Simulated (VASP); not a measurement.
LiRe3: single point with PBEsol

LiRe3:

```
Re Li
1.0
     0.00000    3.05288    3.05288
     3.05288    0.00000    3.05288
     3.05288    3.05288    0.00000
Re Li
3 1
Direct
  0.50000 0.50000 0.50000
  0.25000 0.25000 0.25000
  0.75000 0.75000 0.75000
  0.00000 0.00000 0.00000
```

* Program: VASP 6.6.1
* Task: single point
* Functional: PBEsol
* Potentials or basis: VASP PAW PBE potentials, release 64 (Re, Li_sv)
* Cutoff: 520 eV
* k mesh: 6 × 6 × 6
* Occupations: methfessel-paxton, width 0.05 eV
* Spin: no spin polarisation

```yaml
Band_gap_on_the_k_mesh: zero (band 12 reaches 8.18 eV, above the bottom of band 13 at 5.57 eV)
```

Levels at points of the mesh, in eV from the Fermi level:
```csv
k point,band 10,band 11,band 12,band 13,band 14,band 15
"(0.00, 0.00, 0.00)",-2.60,1.97,1.97,1.97,2.06,2.06
"(0.50, 0.00, 0.00)",-1.77,-0.65,-0.65,-0.64,1.89,1.89
"(0.50, 0.50, 0.00)",-0.78,-0.78,0.87,0.87,1.31,1.55
```

Run time: 16 s on 1 thread of AMD EPYC 9R45 96-Core Processor (Zen 5), with other jobs on the host, peak memory 0.15 GiB.

Caveat: spin-orbit coupling is left out, which moves the levels of the heavy elements.
